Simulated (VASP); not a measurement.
WC: single point with PBEsol

Crystal: WC.

```
W C
1.0
     0.00000    2.36810    2.36810
     2.36810    0.00000    2.36810
     2.36810    2.36810    0.00000
W C
1 1
Direct
  0.00000 0.00000 0.00000
  0.50000 0.50000 0.50000
```

This cell differs from its parent crystal: strain +0.080 along x and y, +0.080 along z.

```yaml
Program: VASP 6.6.1
Task: single point
Functional: PBEsol
Potentials_or_basis: VASP PAW PBE potentials, release 64 (W_sv, C)
Cutoff: 520 eV
k_mesh: 18 × 18 × 18
Occupations: gaussian, width 0.15 eV
Spin: no spin polarisation
```

* Pressure: -56.9 GPa
* Band gap on the k mesh: zero (band 9 reaches 9.62 eV, above the bottom of band 10 at 7.44 eV)

Levels at points of the mesh, in eV from the Fermi level:
```
           k point  band 7  band 8  band 9  band 10  band 11  band 12
(0.00, 0.00, 0.00)   -1.97   -1.97   -0.74    -0.74    -0.57    -0.57
(0.50, 0.00, 0.00)   -5.02   -5.02    0.67     0.67     1.56     4.58
(0.50, 0.50, 0.00)   -4.17   -1.97   -1.97     0.52     1.50     1.50
```

It took 76 s on 1 thread of Intel Xeon 6975P-C (shared host), peak memory 0.22 GiB.

Caveat: the cell differs from its parent crystal (strain +0.080 along x and y, +0.080 along z); the PAW data sets were made with another functional, which shifts forces and pressure a little; spin-orbit coupling is left out, which moves the levels of the heavy elements.
